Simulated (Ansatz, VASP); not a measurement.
# One calculation of CaO, two programs

```xyz
2
Lattice="0.0000 2.5807 2.6479 2.5807 0.0000 2.6479 2.5807 2.5807 0.0000" Properties=species:S:1:pos:R:3 pbc="T T T"
Ca    0.0000    0.0000    0.0000
O     1.2903    1.2903    1.3239
```

Change from the starting cell: epitaxial_xy strain -1.0%.

Alike in both runs: task single point; functional PBE; k mesh 8 × 8 × 8; occupations fermi-dirac, width 0.02 eV; no spin polarisation.

|  | VASP | Ansatz |
| --- | --- | --- |
| version | VASP 6.6.1 | Ansatz 0.2.0 |
| potentials or method | VASP PAW PBE potentials, release 64 (Ca_sv, O) | plane waves, PAW |
| plane-wave cutoff (eV) | 520 | 420 |
| valence electrons in the cell | 16 | 16 |

|  | VASP | Ansatz | Ansatz less VASP |
| --- | --- | --- | --- |
| gap on the k mesh at the Fermi level (eV) | 3.32 | 3.33 | +0.007 |
| pressure (GPa) | 2.2 | 1.7 | -0.49 |
| traceless stress, the component that is largest in VASP (GPa) | -0.29 | -0.30 | -0.016 |
